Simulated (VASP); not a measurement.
A run of VASP 6.6.1 is set up as follows.

File INCAR:

```
ALGO     = Normal         # electronic algorithm
EDIFF    = 1E-6           # SCF threshold, eV
ENCUT    = 520            # plane-wave cutoff, eV
GGA      = PE             # functional
ISIF     = 2              # what is computed and relaxed
ISMEAR   = -1             # smearing method
LASPH    = T              # aspherical terms in the spheres
LCHARG   = T              # write CHGCAR
LELF     = T              # ELF
LREAL    = F              # projectors in reciprocal space
LVHAR    = T            
LWAVE    = F              # write WAVECAR
NBANDS   = 25             # bands
NELM     = 80             # most SCF steps
PREC     = Accurate       # precision mode
SIGMA    = 0.15           # smearing width, eV
```

File KPOINTS:

```
k-points
0
Gamma
  15 15 8
```

The input POSCAR:

```
TiH3
1.0
    3.1676719038      0.0000000000      0.0000000000
   -1.5838359519      2.7432843395      0.0000000000
    0.0000000000      0.0000000000      5.5977360298
Ti H
2 6
Direct
    0.3333333333      0.6666666667      0.2500000000
    0.6666666667      0.3333333333      0.7500000000
    0.3333333333      0.6666666667      0.5937579592
    0.3333333333      0.6666666667      0.9062420408
    0.6666666667      0.3333333333      0.4062420408
    0.6666666667      0.3333333333      0.0937579592
    0.0000000000      0.0000000000      0.2500000000
    0.0000000000      0.0000000000      0.7500000000
```

Potentials or basis: VASP PAW PBE potentials, release 64 (Ti_sv, H).

Launch:

```sh
$ cat potpaw_PBE.64/Ti_sv/POTCAR potpaw_PBE.64/H/POTCAR > POTCAR
$ mpirun -np 1 vasp_std > vasp.out
```

Problem. Estimate the pressure.

Solution. -0.1 GPa.

Problem. Predict the band gap on the k mesh.

Solution. Zero (band 15 reaches 8.06 eV, above the bottom of band 16 at 6.94 eV).

Stress tensor (GPa, compression positive):
```
-0.06  0.00  0.00
 0.00 -0.06  0.00
 0.00  0.00 -0.14
```
